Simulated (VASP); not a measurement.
A run of VASP 6.6.1:

The input INCAR:

```
SYSTEM = ZrB2
  ALGO = Normal
  EDIFF = 1E-7
  ENCUT = 520
  ISIF = 2
  ISMEAR = -1
  LASPH = .True.
  LCHARG = .False.
  LREAL = .False.
  LWAVE = .False.
  NBANDS = 16
  NELM = 100
  PREC = Accurate
  SIGMA = 0.15
```

Contents of KPOINTS:

```
k-points
0
Gamma
  15 15 12
  0 0 0
```

File POSCAR:

```
ZrB2
1.0
    3.1333544279      0.0000000000      0.0000000000
   -1.5666772140      2.7135645337      0.0000000000
    0.0000000000      0.0000000000      3.4889746553
Zr B
1 2
Direct
    0.0000000000      0.0000000000      0.0000000000
    0.3333333333      0.6666666667      0.5000000000
    0.6666666667      0.3333333333      0.5000000000
```

Potentials or basis: VASP PAW LDA potentials, release 64 (Zr_sv, B).

The run is started by

```bash
$ cat potpaw_LDA.64/Zr_sv/POTCAR potpaw_LDA.64/B/POTCAR > POTCAR
$ mpirun -np 1 vasp_std > vasp.out
```

Hardware: 1 thread of Intel(R) Xeon(R) Platinum 8559C (Emerald Rapids) (shared host).

Q: Estimate the wall time of this run.

A: Wall time 33 s on 1 thread of Intel(R) Xeon(R) Platinum 8559C (Emerald Rapids), on a shared host, peak memory 0.2 GiB. Counts: scf iterations 14, k points 189.
